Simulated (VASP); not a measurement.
Runs of VASP 6.6.1 on BaTe. The structure is that of space group P4/mmm (No. 123), or close to it. The cells are those of the table. 

```tsv
cell	gap on the mesh (eV)	pressure (GPa)
a = 4.262, b = 4.262, c = 3.943 Å, 2 atoms	none	(b)
a = 4.262, b = 4.262, c = 4.582 Å, 2 atoms	0.48	(c)
a = 4.262, b = 4.262, c = 4.689 Å, 2 atoms	0.35	(a)
a = 4.262, b = 4.262, c = 3.836 Å, 2 atoms	none	0.6
a = 4.262, b = 4.262, c = 4.635 Å, 2 atoms	0.42	-4.6
```

Alike in all rows: task single point; level LDA; potentials or basis VASP PAW LDA potentials, release 64 (Ba_sv, Te); no spin polarisation; k mesh 6 × 6 × 6; cutoff (eV) 520; smearing gaussian 0.05 eV.

Task: Fill in the values left out.

Result: (a) -4.8; (b) -0.4; (c) -4.4.

Caveats: spin-orbit coupling is left out, which moves the levels of the heavy elements.

A k mesh can miss the band edges, and the runs leave out spin-orbit coupling on Ba, Te.

A gap of «none» marks levels without a gap at the run's occupations.
